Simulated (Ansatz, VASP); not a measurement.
Two plane-wave programs on Pt

```
CELL_PARAMETERS angstrom
2.48269 0.00000 0.00000
-1.24134 2.50841 0.00000
0.00000 0.00000 4.78138
ATOMIC_POSITIONS crystal
Pt 0.66667 0.33333 0.75000
Pt 0.33333 0.66667 0.25000
```

Change from the starting cell: normal strain along x -0.1000, normal strain along y +0.0500.

Alike in both runs: task single point; functional PBE; k mesh 18 × 18 × 10; occupations gaussian, width 0.15 eV; no spin polarisation.

```csv
,VASP,Ansatz
version,VASP 6.6.1,Ansatz 0.2.0
potentials or method,"VASP PAW PBE potentials, release 64 (Pt), cutoff 520 eV","scalar-relativistic, plane waves, PAW"
valence electrons in the cell,20,36
```

Ansatz gave:

```
gap on the k mesh at the Fermi level (eV)                     : none
pressure (GPa)                                                : 24.8
traceless stress, the component that is largest in VASP (GPa) : 39.08
rms of the force components (eV/Å)                            : 0.033
```

Problem. Estimate VASP's values.

Solution. gap on the k mesh at the Fermi level (eV): none; pressure (GPa): 24.2; traceless stress, the component that is largest in VASP (GPa): 38.77; rms of the force components (eV/Å): 0.033.

Atom by atom the forces differ by 0.000 eV/Å (rms over components). A gap of «none» marks a metal or a gap that the smearing closes. With one functional, cell and mesh, what is left measures potentials, basis and numerics. VASP's potentials hold 20 valence electrons a cell and Ansatz's 36, so a difference there can come from the potentials and not from the codes.

Neither program's run includes spin-orbit coupling.
